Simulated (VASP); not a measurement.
# WSe2 (P1) in VASP: single point with PBE+D3(BJ)

Aim: the single point of WSe2 with PBE+D3(BJ).

Everything below comes from runs of VASP 6.6.1. Logs are shortened: lines on timing, memory, paths and dates and some standing lists are left out, and cuts for length are marked.

### Step 1. The cell of the first run

The typed cell holds 6 atoms: a = 3.279 Å, b = 3.279 Å, c = 14.109 Å, α = 83.89°, β = 84.44°, γ = 60.00°.

### Step 2. Single point, PBE+D3(BJ) (the part above a cut slid along it)

File INCAR:

```
SYSTEM = WSe2
PREC = Accurate
ENCUT = 520
EDIFF = 1E-7
ISMEAR = 0
SIGMA = 0.05
LREAL = .FALSE.
LASPH = .TRUE.
NELM = 100
ALGO = Normal
ISIF = 2
LWAVE = .FALSE.
LCHARG = .FALSE.
GGA = PE
IVDW = 12
NBANDS = 35
```

File KPOINTS:

```
regular mesh
0
G
  9 9 2
  0 0 0
```

File POSCAR:

```
WSe2
1.0
   -3.2789854852      0.0000000000      0.0000000000
   -1.6394927426     -2.8396847288      0.0000000000
   -1.3662439522     -0.9465615763     14.0112373504
W Se
2 4
Direct
   -0.1875000000     -0.2500000000      0.7500000000
   -0.0625000000     -0.0833333333      0.2500000000
    0.1157642268      0.0432411913      0.8702764262
    0.2407642268      0.2099078579      0.3702764262
    0.3009024399      0.2900921421      0.1297235738
    0.1759024399      0.1234254754      0.6297235738
```

Potentials or basis: VASP PAW PBE potentials, release 64 (W_sv, Se).

Launch:

```sh
$ cat potpaw_PBE.64/W_sv/POTCAR potpaw_PBE.64/Se/POTCAR > POTCAR
$ mpirun -np 1 vasp_std > vasp.out
```

OUTCAR:

```text
SYSTEM = WSe2
   PREC = Accurate
   ENCUT = 520
   EDIFF = 1E-7
   ISMEAR = 0
   LREAL = .FALSE.
   LASPH = .TRUE.
   NELM = 100
   ISIF = 2
   GGA = PE
   IVDW = 12
 IVDW          = 12

 ion  position               nearest neighbor table
   1  0.812  0.750  0.750-   3 2.53   3 2.53   6 2.53   6 2.53   6 2.53   3 2.53
   2  0.938  0.917  0.250-   4 2.53   4 2.53   5 2.53   5 2.53   5 2.53   4 2.53
   3  0.116  0.043  0.870-   1 2.53   1 2.53   1 2.53
   4  0.241  0.210  0.370-   2 2.53   2 2.53   2 2.53
   5  0.301  0.290  0.130-   2 2.53   2 2.53   2 2.53
   6  0.176  0.123  0.630-   1 2.53   1 2.53   1 2.53

  LATTYP: Found a triclinic cell.
 ALAT       =     5.6793694576
 B/A-ratio  =     0.5773502692
 C/A-ratio  =     2.9542334095
 COS(alpha) =     0.0081429792
 COS(beta)  =     0.2820810741
 COS(gamma) =     0.8660254038

  Lattice vectors:

 A1 = (   0.0000000000,  -5.6793694576,   0.0000000000)
 A2 = (  -1.6394927426,  -2.8396847288,   0.0000000000)
 A3 = (   7.9242149226,  -4.7328078813, -14.0112373504)

Analysis of symmetry for initial positions (statically):
=====================================================================
 Subroutine PRICEL returns:
 Original cell was already a primitive cell.

 Routine SETGRP: Setting up the symmetry group for a
 triclinic supercell.

 Subroutine GETGRP returns: Found  1 space group operations
 (whereof  1 operations were pure point group operations)
 out of a pool of  2 trial point group operations.

The static configuration has the point symmetry C_1 .

Analysis of symmetry for dynamics (positions and initial velocities):
=====================================================================
 Subroutine PRICEL returns:
 Original cell was already a primitive cell.

 Routine SETGRP: Setting up the symmetry group for a
 triclinic supercell.

 Subroutine GETGRP returns: Found  1 space group operations
 (whereof  1 operations were pure point group operations)
 out of a pool of  2 trial point group operations.

The dynamic configuration has the point symmetry C_1 .

 Subroutine INISYM returns: Found  1 space group operations
 (whereof  1 operations are pure point group operations),
 and found     1 'primitive' translations

----------------------------------------------------------------------------------------

                                     Primitive cell

  volume of cell :     130.4626

  direct lattice vectors                    reciprocal lattice vectors
    -3.278985485  0.000000000  0.000000000    -0.304972378  0.176075884 -0.017842821
    -1.639492743 -2.839684729  0.000000000     0.000000000 -0.352151769 -0.023790428
    -1.366243952 -0.946561576 14.011237350     0.000000000  0.000000000  0.071371284

  length of vectors
     3.278985485  3.278985485 14.109478142     0.352603509  0.352954463  0.071371284

  position of ions in fractional coordinates (direct lattice)
     0.812500000  0.750000000  0.750000000
     0.937500000  0.916666667  0.250000000
     0.115764227  0.043241191  0.870276426
     0.240764227  0.209907858  0.370276426
     0.300902440  0.290092142  0.129723574
     0.175902440  0.123425475  0.629723574

  ion indices of the primitive-cell ions
   primitive index   ion index
                 1           1
                 2           2
                 3           3
                 4           4
                 5           5
                 6           6

----------------------------------------------------------------------------------------

 KPOINTS: regular mesh

Automatic generation of k-mesh.
 Grid dimensions read from file:
 generate k-points for:    9    9    2

 Generating k-lattice:

  Cartesian coordinates                     Fractional coordinates (reciprocal lattice)
    -0.033885820  0.019563987 -0.001982536     0.111111111  0.000000000  0.000000000
     0.000000000 -0.039127974 -0.002643381     0.000000000  0.111111111  0.000000000
     0.000000000  0.000000000  0.035685642     0.000000000  0.000000000  0.500000000

  Length of vectors
     0.039178168  0.039217163  0.035685642

  Shift w.r.t. Gamma in fractional coordinates (k-lattice)
     0.000000000  0.000000000  0.000000000

 Subroutine IBZKPT returns following result:
 ===========================================

 Found     82 irreducible k-points:

 Following reciprocal coordinates:
            Coordinates               Weight
  0.000000  0.000000  0.000000      1.000000
  0.111111  0.000000  0.000000      2.000000
  0.222222  0.000000  0.000000      2.000000
  0.333333  0.000000  0.000000      2.000000
  0.444444  0.000000  0.000000      2.000000
  0.000000  0.111111 -0.000000      2.000000
[... 16 lines left out ...]
 -0.111111  0.222222 -0.000000      2.000000
  0.000000  0.333333 -0.000000      2.000000
 [... further k-points ...]
   k-points           NKPTS =     82   k-points in BZ     NKDIM =     82   number of bands    NBANDS=     35
   number of dos      NEDOS =    301   number of ions     NIONS =      6
   total plane-waves  NPLWV =  62208
   dimension x,y,z NGX =    24 NGY =   24 NGZ =  108
   dimension x,y,z NGXF=    48 NGYF=   48 NGZF=  216
   ions per type =               2   4
   NGX,Y,Z   is equivalent  to a cutoff of  12.17, 12.17, 12.73 a.u.
   NGXF,Y,Z  is equivalent  to a cutoff of  24.34, 24.34, 25.45 a.u.
 SYSTEM =  WSe2
   PREC   = accura    normal or accurate (medium, high low for compatibility)
   ISTART =      0    job   : 0-new  1-cont  2-samecut
   ICHARG =      2    charge: 1-file 2-atom 10-const
   ISPIN  =      1    spin polarized calculation?
   LNONCOLLINEAR =      F non collinear calculations
   LSORBIT =      F    spin-orbit coupling
   LASPH  =      T    aspherical Exc in radial PAW
   ENCUT  =  520.0 eV  38.22 Ry    6.18 a.u.   6.10  6.10 26.23*2*pi/ulx,y,z
   NELM   =    100;   NELMIN=  2; NELMDL= -5     # of ELM steps
   EDIFF  = 0.1E-06   stopping-criterion for ELM
   LREAL  =      F    real-space projection
   EDIFFG = 0.1E-05   stopping-criterion for IOM
   NSW    =      0    number of steps for IOM
   IBRION =     -1    ionic relax: 0-MD 1-quasi-New 2-CG
   NFREE  =      0    steps in history (QN), initial steepest desc. (CG)
   ISIF   =      2    stress and relaxation
   ISYM   =      2    0-nonsym 1-usesym 2-fastsym
   POTIM  = 0.5000    time-step for ionic-motion
   TEBEG  =    0.0;   TEEND  =   0.0 temperature during run
   PSTRESS=    0.0 pullay stress
   NELECT =      52.0000    total number of electrons
   NUPDOWN=      -1.0000    fix difference up-down
   EMIN   =  10.00;   EMAX   =-10.00  energy-range for DOS
   EFERMI =   0.00;   METHOD = LEGACY
   ISMEAR =     0;   SIGMA  =   0.05  broadening in eV -4-tet -1-fermi 0-gaus
   EFERMI_NEDOS =   21; number of points for ismear=-14 and -15
   IALGO  =     38    algorithm
   IMIX   =      4    mixing-type and parameters
     AMIX     =   0.40;   BMIX     =  1.00
     AMIX_MAG =   1.60;   BMIX_MAG =  1.00
  volume/ion in A,a.u.               =      21.74       146.73
  Fermi-wavevector in a.u.,A,eV,Ry     =   1.204797  2.276736 19.749347  1.451536
  Thomas-Fermi vector in A             =   2.340512
   LORBIT       =      0    0 simple, 1 ext, 2 COOP (PROOUT), +10 PAW based schemes
   GGA     = PE    functional components
   LHFCALC =     F    Hartree Fock is set to
   AEXX    =    0.0000 exact exchange contribution
   IVDW    =    12    specifies the selected vdW correction
   LEPSILON=     F    determine dielectric tensor
   LRPA    =     F    only Hartree local field effects (RPA)
 non-spin polarized calculation
 Gauss-broadening in eV      SIGMA  =   0.05
  energy-cutoff  :      520.00
  volume of cell :      130.46
 maximum number of plane-waves:      3546
   NGX = 13   NGY = 13   NGZ = 53

 number of electron      52.0000010 magnetization

 Free energy of the ion-electron system (eV)
  ---------------------------------------------------
  ext. energy  EPLUGINS =         0.00000000
  ---------------------------------------------------
  free energy    TOTEN  =       -43.15522108 eV

  energy without entropy =      -43.15522108  energy(sigma->0) =      -43.15522108

 E-fermi :   5.5209     XC(G=0): -10.2379

 val. band max:        5.2679389085   @ k =   0.0000   0.0000   0.0000
 cond. band min:       6.6431735802   @ k =  -0.2222   0.1111   0.0000
 fundamental gap:      1.3752346717
 Fermi energy:         5.5208574307

 k-point     1 :       0.0000    0.0000    0.0000
  band No.  band energies     occupation
      1     -68.8046      2.00000
      2     -68.7970      2.00000
      3     -33.0574      2.00000
      4     -33.0494      2.00000
      5     -32.9149      2.00000
      6     -32.9147      2.00000
[... 27 lines left out ...]
     34       8.4172      0.00000
     35       9.8999      0.00000

 k-point     2 :       0.1111    0.0000    0.0000
  band No.  band energies     occupation
      1     -68.8034      2.00000
      2     -68.7957      2.00000
      3     -33.0520      2.00000
      4     -33.0440      2.00000
      5     -32.9432      2.00000
      6     -32.9358      2.00000
[... 27 lines left out ...]
     34       8.5507      0.00000
     35      10.7944      0.00000

 k-point     3 :       0.2222    0.0000    0.0000
  band No.  band energies     occupation
      1     -68.8002      2.00000
      2     -68.7925      2.00000
      3     -33.0383      2.00000
      4     -33.0303      2.00000
      5     -33.0144      2.00000
      6     -33.0071      2.00000
[... 27 lines left out ...]
     34       9.1030      0.00000
     35      11.4500      0.00000
[... 723 lines left out ...]
 k-point    23 :      -0.1111    0.2222   -0.0000
  band No.  band energies     occupation
      1     -68.7977      2.00000
      2     -68.7901      2.00000
      3     -33.0602      2.00000
      4     -33.0529      2.00000
      5     -33.0278      2.00000
      6     -33.0198      2.00000
[... 27 lines left out ...]
     34       9.6228      0.00000
     35      11.9174      0.00000

 k-point    24 :       0.0000    0.3333   -0.0000
  band No.  band energies     occupation
      1     -68.7966      2.00000
      2     -68.7889      2.00000
      3     -33.0944      2.00000
      4     -33.0870      2.00000
      5     -33.0227      2.00000
      6     -33.0147      2.00000
[... 27 lines left out ...]
     34       9.4920      0.00000
     35      11.0164      0.00000

 [... further k-points ...]

------------------------ aborting loop because EDIFF is reached ----------------------------------------

 Edisp (eV)   -2.59353

 E8    (eV) :    -1.1569

  FORCE on cell =-STRESS in cart. coord.  units (eV):
  Direction    XX          YY          ZZ          XY          YZ          ZX
  --------------------------------------------------------------------------------------
  -------------------------------------------------------------------------------------
  Total       0.21740     0.21971    -0.30814     0.01699    -0.01114    -0.03998
  in kB       2.66989     2.69824    -3.78419     0.20861    -0.13687    -0.49103
  external pressure =        0.53 kB  Pullay stress =        0.00 kB

 VOLUME and BASIS-vectors are now :
 -----------------------------------------------------------------------------
  energy-cutoff  :      520.00
  volume of cell :      130.46
      direct lattice vectors                 reciprocal lattice vectors
    -3.278985485  0.000000000  0.000000000    -0.304972378  0.176075884 -0.017842821
    -1.639492743 -2.839684729  0.000000000     0.000000000 -0.352151769 -0.023790428
    -1.366243952 -0.946561576 14.011237350     0.000000000  0.000000000  0.071371284

 POSITION                                       TOTAL-FORCE (eV/Angst)
 -----------------------------------------------------------------------------------
     -4.91848     -2.83968     10.50843         0.002301      0.000424      0.028271
     -4.91848     -2.83968      3.50281        -0.001927     -0.000624     -0.022853
     -1.63949     -0.94656     12.19365         0.006757      0.002149      0.159688
     -1.63949     -0.94656      5.18803         0.000723      0.000121      0.044748
     -1.63949     -0.94656      1.81759        -0.008122     -0.001990     -0.163420
     -1.63949     -0.94656      8.82321         0.000269     -0.000080     -0.046434
 -----------------------------------------------------------------------------------
    total drift:                                0.000370      0.000335      0.000069

  FREE ENERGIE OF THE ION-ELECTRON SYSTEM (eV)
  ---------------------------------------------------
  free  energy   TOTEN  =       -45.7487497381 eV

  energy  without entropy=      -45.7487497381  energy(sigma->0) =      -45.74874974
```

Wall time 2.9 min (1 thread of Intel Xeon 6975P-C (Granite Rapids), shared host); peak memory 0.45 GiB.

What came out:

```
Free energy                : -45.7487 eV
Pressure                   : 0.1 GPa
Largest force              : 0.164 eV/Å
Band gap on the k mesh     : 1.38 eV (least direct gap 1.66 eV)
Dispersion energy per atom : -0.432 eV
```

Forces on the atoms (eV/Å):
```
W    0.002  0.000  0.028
W   -0.002 -0.001 -0.023
Se   0.007  0.002  0.160
Se   0.001  0.000  0.045
Se  -0.008 -0.002 -0.163
Se   0.000  0.000 -0.046
```

Levels at points of the mesh, in eV from the valence-band top:
```csv
k point,band 23,band 24,band 25,band 26,band 27,band 28,band 29,band 30
"(0.00, 0.00, 0.00)",-1.20,-1.19,-0.86,0.00,2.94,2.94,2.96,2.98
"(0.00, 0.00, 0.50)",-1.19,-1.19,-0.28,-0.23,2.92,2.93,2.99,3.00
```

Caveat: the cell differs from its parent crystal (the part above a cut slid along it); spin-orbit coupling is left out, which moves the levels of the heavy elements. A k mesh can miss the band edges.
